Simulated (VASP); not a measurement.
# CaO (P1) in VASP: single point with PBEsol

Aim: the single point of CaO with PBEsol.

All numbers are computed with VASP 6.6.1; they aren't measurements. Logs are shortened: lines on timing, memory, paths and dates and some standing lists are left out, and cuts for length are marked.

## 1. The cell of the first run

The typed cell holds 8 atoms: a = 3.334 Å, b = 3.334 Å, c = 16.749 Å, α = 90.00°, β = 90.00°, γ = 90.10°.

## 2. Single point, PBEsol

The input, INCAR:

```
SYSTEM = CaO
PREC = Accurate ; ENCUT = 520
EDIFF = 1E-6 ; ISMEAR = 0
SIGMA = 0.01 ; LREAL = .False.
LASPH = .True. ; NELM = 60
ALGO = Normal ; ISIF = 2
LWAVE = .False. ; LCHARG = .False.
GGA = PS ; NBANDS = 42
```

The input, KPOINTS:

```
Automatic mesh
0
Gamma
  4 4 1
  0 0 0
```

The input, POSCAR:

```
CaO
1.0
    2.3550650000     -2.3592240000      0.0000000000
    2.3550650000      2.3592240000      0.0000000000
    0.0000000000      0.0000000000     16.7489880000
Ca O
4 4
Direct
    0.0591743717      0.9250035596      0.1819545754
    0.9443642777      0.0647093572      0.8176403255
    0.4454916970      0.5543656318      0.6761993620
    0.5504054095      0.4450991732      0.3241564804
    0.0510872248      0.9591107952      0.3202681858
    0.9469667030      0.0759103726      0.6800090250
    0.4430661083      0.5539025528      0.8137665392
    0.5602932732      0.4381857497      0.1860796007
```

Potentials or basis: VASP PAW PBE potentials, release 64 (Ca_sv, O).

The run is started by

```sh
$ cat potpaw_PBE.64/Ca_sv/POTCAR potpaw_PBE.64/O/POTCAR > POTCAR
$ mpirun -np 1 vasp_std > vasp.out
```

OUTCAR:

```text
SYSTEM = CaO
   PREC = Accurate
   ENCUT = 520
   EDIFF = 1E-6
   ISMEAR = 0
   LREAL = .False.
   LASPH = .True.
   NELM = 60
   ISIF = 2
   GGA = PS

 ion  position               nearest neighbor table
   1  0.059  0.925  0.182-   5 2.32   8 2.32   8 2.33   8 2.39   8 2.39
   2  0.944  0.065  0.818-   6 2.31   7 2.33   7 2.34   7 2.38   7 2.38
   3  0.445  0.554  0.676-   6 2.30   7 2.30   6 2.31   6 2.41   6 2.41
   4  0.550  0.445  0.324-   8 2.31   5 2.32   5 2.33   5 2.39   5 2.39
   5  0.051  0.959  0.320-   1 2.32   4 2.32   4 2.33   4 2.39   4 2.39
   6  0.947  0.076  0.680-   3 2.30   2 2.31   3 2.31   3 2.41   3 2.41
   7  0.443  0.554  0.814-   3 2.30   2 2.33   2 2.34   2 2.38   2 2.38
   8  0.560  0.438  0.186-   4 2.31   1 2.32   1 2.33   1 2.39   1 2.39

  LATTYP: Found a base centered orthorhombic cell.
 ALAT       =     4.7101300000
 B/A-ratio  =     1.0017659810
 C/A-ratio  =     3.5559502604

  Lattice vectors:

 A1 = (   2.3550650000,  -2.3592240000,   0.0000000000)
 A2 = (   2.3550650000,   2.3592240000,   0.0000000000)
 A3 = (   0.0000000000,   0.0000000000,  16.7489880000)

Analysis of symmetry for initial positions (statically):
=====================================================================
 Subroutine PRICEL returns:
 Original cell was already a primitive cell.

 Routine SETGRP: Setting up the symmetry group for a
 base centered orthorhombic supercell.

 Subroutine GETGRP returns: Found  1 space group operations
 (whereof  1 operations were pure point group operations)
 out of a pool of  8 trial point group operations.

The static configuration has the point symmetry C_1 .

Analysis of symmetry for dynamics (positions and initial velocities):
=====================================================================
 Subroutine PRICEL returns:
 Original cell was already a primitive cell.

 Routine SETGRP: Setting up the symmetry group for a
 base centered orthorhombic supercell.

 Subroutine GETGRP returns: Found  1 space group operations
 (whereof  1 operations were pure point group operations)
 out of a pool of  8 trial point group operations.

The dynamic configuration has the point symmetry C_1 .

 Subroutine INISYM returns: Found  1 space group operations
 (whereof  1 operations are pure point group operations),
 and found     1 'primitive' translations

----------------------------------------------------------------------------------------

                                     Primitive cell

  volume of cell :     186.1190

  direct lattice vectors                    reciprocal lattice vectors
     2.355065000 -2.359224000  0.000000000     0.212308365 -0.211934094  0.000000000
     2.355065000  2.359224000  0.000000000     0.212308365  0.211934094  0.000000000
     0.000000000  0.000000000 16.748988000     0.000000000  0.000000000  0.059705100

  length of vectors
     3.333507018  3.333507018 16.748988000     0.299984836  0.299984836  0.059705100

  position of ions in fractional coordinates (direct lattice)
     0.059174372  0.925003560  0.181954575
     0.944364278  0.064709357  0.817640326
     0.445491697  0.554365632  0.676199362
     0.550405410  0.445099173  0.324156480
     0.051087225  0.959110795  0.320268186
     0.946966703  0.075910373  0.680009025
     0.443066108  0.553902553  0.813766539
     0.560293273  0.438185750  0.186079601

  ion indices of the primitive-cell ions
   primitive index   ion index
                 1           1
                 2           2
                 3           3
                 4           4
                 5           5
                 6           6
                 7           7
                 8           8

----------------------------------------------------------------------------------------

 KPOINTS: Automatic mesh

Automatic generation of k-mesh.
 Grid dimensions read from file:
 generate k-points for:    4    4    1

 Generating k-lattice:

  Cartesian coordinates                     Fractional coordinates (reciprocal lattice)
     0.053077091 -0.052983523  0.000000000     0.250000000  0.000000000  0.000000000
     0.053077091  0.052983523  0.000000000     0.000000000  0.250000000  0.000000000
     0.000000000  0.000000000  0.059705100     0.000000000  0.000000000  1.000000000

  Length of vectors
     0.074996209  0.074996209  0.059705100

  Shift w.r.t. Gamma in fractional coordinates (k-lattice)
     0.000000000  0.000000000  0.000000000

 Subroutine IBZKPT returns following result:
 ===========================================

 Found     10 irreducible k-points:

 Following reciprocal coordinates:
            Coordinates               Weight
  0.000000  0.000000  0.000000      1.000000
  0.250000  0.000000  0.000000      2.000000
  0.000000  0.250000  0.000000      2.000000
  0.500000  0.000000  0.000000      1.000000
  0.000000  0.500000  0.000000      1.000000
  0.250000  0.250000  0.000000      2.000000
  0.500000  0.250000  0.000000      2.000000
  0.250000  0.500000  0.000000      2.000000
 -0.250000  0.250000  0.000000      2.000000
  0.500000  0.500000  0.000000      1.000000
   k-points           NKPTS =     10   k-points in BZ     NKDIM =     10   number of bands    NBANDS=     42
   number of dos      NEDOS =    301   number of ions     NIONS =      8
   total plane-waves  NPLWV =  98784
   dimension x,y,z NGX =    28 NGY =   28 NGZ =  126
   dimension x,y,z NGXF=    56 NGYF=   56 NGZF=  252
   ions per type =               4   4
   NGX,Y,Z   is equivalent  to a cutoff of  13.96, 13.96, 12.51 a.u.
   NGXF,Y,Z  is equivalent  to a cutoff of  27.93, 27.93, 25.01 a.u.
 SYSTEM =  CaO
   PREC   = accura    normal or accurate (medium, high low for compatibility)
   ISTART =      0    job   : 0-new  1-cont  2-samecut
   ICHARG =      2    charge: 1-file 2-atom 10-const
   ISPIN  =      1    spin polarized calculation?
   LNONCOLLINEAR =      F non collinear calculations
   LSORBIT =      F    spin-orbit coupling
   LASPH  =      T    aspherical Exc in radial PAW
   ENCUT  =  520.0 eV  38.22 Ry    6.18 a.u.   6.20  6.20 31.14*2*pi/ulx,y,z
   NELM   =     60;   NELMIN=  2; NELMDL= -5     # of ELM steps
   EDIFF  = 0.1E-05   stopping-criterion for ELM
   LREAL  =      F    real-space projection
   EDIFFG = 0.1E-04   stopping-criterion for IOM
   NSW    =      0    number of steps for IOM
   IBRION =     -1    ionic relax: 0-MD 1-quasi-New 2-CG
   NFREE  =      0    steps in history (QN), initial steepest desc. (CG)
   ISIF   =      2    stress and relaxation
   ISYM   =      2    0-nonsym 1-usesym 2-fastsym
   POTIM  = 0.5000    time-step for ionic-motion
   TEBEG  =    0.0;   TEEND  =   0.0 temperature during run
   PSTRESS=    0.0 pullay stress
   NELECT =      64.0000    total number of electrons
   NUPDOWN=      -1.0000    fix difference up-down
   EMIN   =  10.00;   EMAX   =-10.00  energy-range for DOS
   EFERMI =   0.00;   METHOD = LEGACY
   ISMEAR =     0;   SIGMA  =   0.01  broadening in eV -4-tet -1-fermi 0-gaus
   EFERMI_NEDOS =   21; number of points for ismear=-14 and -15
   IALGO  =     38    algorithm
   IMIX   =      4    mixing-type and parameters
     AMIX     =   0.40;   BMIX     =  1.00
     AMIX_MAG =   1.60;   BMIX_MAG =  1.00
  volume/ion in A,a.u.               =      23.26       157.00
  Fermi-wavevector in a.u.,A,eV,Ry     =   1.146933  2.167389 17.897847  1.315455
  Thomas-Fermi vector in A             =   2.283615
   LORBIT       =      0    0 simple, 1 ext, 2 COOP (PROOUT), +10 PAW based schemes
   GGA     = PS    functional components
   LHFCALC =     F    Hartree Fock is set to
   AEXX    =    0.0000 exact exchange contribution
   IVDW    =     0    specifies the selected vdW correction
   LEPSILON=     F    determine dielectric tensor
   LRPA    =     F    only Hartree local field effects (RPA)
 non-spin polarized calculation
 Gauss-broadening in eV      SIGMA  =   0.01
  energy-cutoff  :      520.00
  volume of cell :      186.12
 maximum number of plane-waves:      5072
 NGX is ok and might be reduce to    28
   NGX = 13   NGY = 13   NGZ = 63

 number of electron      63.9999996 magnetization

 Free energy of the ion-electron system (eV)
  ---------------------------------------------------
  ext. energy  EPLUGINS =         0.00000000
  ---------------------------------------------------
  free energy    TOTEN  =       -51.69477398 eV

  energy without entropy =      -51.69477398  energy(sigma->0) =      -51.69477398

 E-fermi :   0.0032     XC(G=0):  -7.3599

 val. band max:       -0.0874531246   @ k =   0.0000   0.0000   0.0000
 cond. band min:       1.9915455507   @ k =   0.0000   0.0000   0.0000
 fundamental gap:      2.0789986753
 Fermi energy:         0.0032358019

 k-point     1 :       0.0000    0.0000    0.0000
  band No.  band energies     occupation
      1     -37.7895      2.00000
      2     -37.7840      2.00000
      3     -37.7034      2.00000
      4     -37.6976      2.00000
      5     -19.3495      2.00000
      6     -19.3452      2.00000
[... 34 lines left out ...]
     41       6.3591      0.00000
     42       6.6727      0.00000

 k-point     2 :       0.2500    0.0000    0.0000
  band No.  band energies     occupation
      1     -37.7559      2.00000
      2     -37.7494      2.00000
      3     -37.6920      2.00000
      4     -37.6869      2.00000
      5     -19.4369      2.00000
      6     -19.4287      2.00000
[... 34 lines left out ...]
     41       6.3900      0.00000
     42       6.4933      0.00000

 k-point     3 :       0.0000    0.2500    0.0000
  band No.  band energies     occupation
      1     -37.7560      2.00000
      2     -37.7496      2.00000
      3     -37.6919      2.00000
      4     -37.6869      2.00000
      5     -19.4369      2.00000
      6     -19.4283      2.00000
[... 34 lines left out ...]
     41       6.3969      0.00000
     42       6.5022      0.00000

 k-point     4 :       0.5000    0.0000    0.0000
  band No.  band energies     occupation
      1     -37.7144      2.00000
      2     -37.7041      2.00000
      3     -37.6880      2.00000
      4     -37.6867      2.00000
      5     -19.6574      2.00000
      6     -19.6552      2.00000
[... 34 lines left out ...]
     41       7.2200      0.00000
     42       7.2271      0.00000

 k-point     5 :       0.0000    0.5000    0.0000
  band No.  band energies     occupation
      1     -37.7150      2.00000
      2     -37.7046      2.00000
      3     -37.6876      2.00000
      4     -37.6865      2.00000
      5     -19.6619      2.00000
      6     -19.6533      2.00000
[... 34 lines left out ...]
     41       7.2018      0.00000
     42       7.2958      0.00000

 k-point     6 :       0.2500    0.2500    0.0000
  band No.  band energies     occupation
      1     -37.7272      2.00000
      2     -37.7199      2.00000
      3     -37.6782      2.00000
      4     -37.6739      2.00000
      5     -19.4121      2.00000
      6     -19.4024      2.00000
[... 34 lines left out ...]
     41       6.8440      0.00000
     42       6.8810      0.00000

 k-point     7 :       0.5000    0.2500    0.0000
  band No.  band energies     occupation
      1     -37.6944      2.00000
      2     -37.6841      2.00000
      3     -37.6681      2.00000
      4     -37.6667      2.00000
      5     -19.4431      2.00000
      6     -19.4416      2.00000
[... 34 lines left out ...]
     41       6.7777      0.00000
     42       6.8110      0.00000

 k-point     8 :       0.2500    0.5000    0.0000
  band No.  band energies     occupation
      1     -37.6947      2.00000
      2     -37.6844      2.00000
      3     -37.6679      2.00000
      4     -37.6666      2.00000
      5     -19.4532      2.00000
      6     -19.4402      2.00000
[... 34 lines left out ...]
     41       6.7773      0.00000
     42       6.8382      0.00000

 k-point     9 :      -0.2500    0.2500    0.0000
  band No.  band energies     occupation
      1     -37.7274      2.00000
      2     -37.7201      2.00000
      3     -37.6781      2.00000
      4     -37.6737      2.00000
      5     -19.4092      2.00000
      6     -19.4002      2.00000
[... 34 lines left out ...]
     41       6.8320      0.00000
     42       6.8665      0.00000

 k-point    10 :       0.5000    0.5000    0.0000
  band No.  band energies     occupation
      1     -37.6743      2.00000
      2     -37.6640      2.00000
      3     -37.6481      2.00000
      4     -37.6466      2.00000
      5     -19.1687      2.00000
      6     -19.1641      2.00000
[... 34 lines left out ...]
     41       7.0604      0.00000
     42       7.0841      0.00000

------------------------ aborting loop because EDIFF is reached ----------------------------------------

  FORCE on cell =-STRESS in cart. coord.  units (eV):
  Direction    XX          YY          ZZ          XY          YZ          ZX
  --------------------------------------------------------------------------------------
  -------------------------------------------------------------------------------------
  Total       -2.6008380     -2.8562261     -0.4537242     -0.0380728     -0.4549888     -0.1226057
  in kB      -22.3889251    -24.5873953     -3.9058165     -0.3277440     -3.9167026     -1.0554332
  external PRESSURE =     -16.9607123 kB  Pullay stress =       0.0000000 kB

 VOLUME and BASIS-vectors are now :
 -----------------------------------------------------------------------------
  energy-cutoff  :      520.00
  volume of cell :      186.12
      direct lattice vectors                 reciprocal lattice vectors
     2.355065000 -2.359224000  0.000000000     0.212308365 -0.211934094  0.000000000
     2.355065000  2.359224000  0.000000000     0.212308365  0.211934094  0.000000000
     0.000000000  0.000000000 16.748988000     0.000000000  0.000000000  0.059705100

 POSITION                                       TOTAL-FORCE (eV/Angst)
 -----------------------------------------------------------------------------------
      2.31780      2.04268      3.04755         0.168250      0.214166      0.243737
      2.37643     -2.07530     13.69465        -0.088624     -0.079498     -0.170957
      2.35473      0.25686     11.32565         0.185389      0.171415      0.151576
      2.34448     -0.24844      5.42929         0.081974     -0.004264     -0.201700
      2.37908      2.14223      5.36417        -0.157049     -0.189568      0.101872
      2.40894     -2.05502     11.38946        -0.216699     -0.171083     -0.123993
      2.34793      0.26149     13.62977         0.120127      0.082781      0.143884
      2.35148     -0.28808      3.11664        -0.093368     -0.023949     -0.144420
 -----------------------------------------------------------------------------------
    total drift:                                0.000113     -0.000226     -0.000372

  FREE ENERGIE OF THE ION-ELECTRON SYSTEM (eV)
  ---------------------------------------------------
  free  energy   TOTEN  =       -51.6947739821 eV

  energy  without entropy=      -51.6947739821  energy(sigma->0) =      -51.69477398
```

It took 2.2 min on 1 thread of Oxide Virtual Turin-like, shared host; peak memory 0.28 GiB.

What came out:

```yaml
Free_energy: -51.6948 eV
Pressure: -1.7 GPa
Largest_force: 0.365 eV/Å
Band_gap_on_the_k_mesh: 2.08 eV, direct
```

Forces on the atoms (eV/Å):
```
Ca   0.168  0.214  0.244
Ca  -0.089 -0.079 -0.171
Ca   0.185  0.171  0.152
Ca   0.082 -0.004 -0.202
O   -0.157 -0.190  0.102
O   -0.217 -0.171 -0.124
O    0.120  0.083  0.144
O   -0.093 -0.024 -0.144
```

Levels at points of the mesh, in eV from the valence-band top:
```csv
k point,band 28,band 29,band 30,band 31,band 32,band 33,band 34,band 35,band 36,band 37
"(0.00, 0.00, 0.00)",-0.29,-0.04,-0.02,0.00,0.00,2.08,2.85,3.91,3.92,3.93
"(0.50, 0.00, 0.00)",-1.19,-1.08,-1.08,-1.05,-1.01,4.81,4.83,5.55,5.57,6.14
"(0.00, 0.50, 0.00)",-1.18,-1.12,-1.09,-1.04,-0.98,4.81,4.83,5.55,5.57,6.13
"(0.50, 0.50, 0.00)",-0.65,-0.55,-0.54,-0.53,-0.51,4.42,4.43,4.50,4.52,6.49
```

Caveat: the k points lie up to 0.47 Å⁻¹ apart; the PAW data sets were made with another functional, which shifts forces and pressure a little.
